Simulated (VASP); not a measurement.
Runs of VASP 6.6.1 on Al3Ni2. The structure is that of space group P-3m1 (No. 164), or close to it. The cells are those of the table. 

| cell | gap on the mesh (eV) | pressure (GPa) | largest force (eV/Å) |
| --- | --- | --- | --- |
| a = 4.087, b = 4.087, c = 4.803 Å, angles 90.0, 90.0, 120.0°, 5 atoms | none | (a) | 0.02 |
| a = 4.047, b = 4.047, c = 4.844 Å, angles 90.0, 90.0, 120.0°, 5 atoms | none | -2.4 | 0.02 |
| a = 4.127, b = 4.127, c = 5.007 Å, angles 90.0, 90.0, 120.0°, 5 atoms | none | -10.8 | 0.02 |
| a = 4.047, b = 4.047, c = 4.832 Å, angles 90.0, 90.0, 120.0°, 5 atoms | none | (b) | 0.02 |
| a = 4.087, b = 4.087, c = 4.959 Å, angles 90.0, 90.0, 120.0°, 5 atoms | none | -7.8 | 0.02 |

Alike in all rows: task single point; level r2SCAN; potentials or basis VASP PAW PBE potentials, release 64 (Al, Ni); no spin polarisation; k mesh 12 × 12 × 8; cutoff (eV) 520; smearing gaussian 0.1 eV.

Problem. Fill in the values left out.

Solution. (a) -3.7; (b) -2.1.

Caveats: the PAW data sets were made with another functional, which shifts forces and pressure a little.

A gap of «none» marks levels without a gap at the run's occupations.
